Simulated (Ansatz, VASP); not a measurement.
One calculation of GaP, two programs

```
Ga P
1.0
     0.00000    2.72581    2.72581
     2.72581    0.00000    2.72581
     2.72581    2.72581    0.00000
Ga P
1 1
Cartesian
  0.0000 0.0000 0.0000
  4.0887 4.0887 4.0887
```

Alike in both runs: task single point; functional LDA; k mesh 8 × 8 × 8; occupations gaussian, width 0.02 eV; no spin polarisation.

|  | VASP | Ansatz |
| --- | --- | --- |
| version | VASP 6.6.1 | Ansatz 0.2.0 |
| potentials or method | VASP PAW LDA potentials, release 64 (Ga_d, P), cutoff 500 eV | scalar-relativistic, plane waves, PAW |
| valence electrons in the cell | 18 | 18 |

VASP gave:

* gap on the k mesh at the Fermi level (eV): 1.49
* least direct gap on the mesh (eV): 1.63
* pressure (GPa): -2.7

Question: Estimate Ansatz's values.

Answer: gap on the k mesh at the Fermi level (eV): 1.49; least direct gap on the mesh (eV): 1.60; pressure (GPa): -2.8.

LDA's correlation is that of Perdew and Zunger in VASP and of Perdew and Wang (1992) in Ansatz.
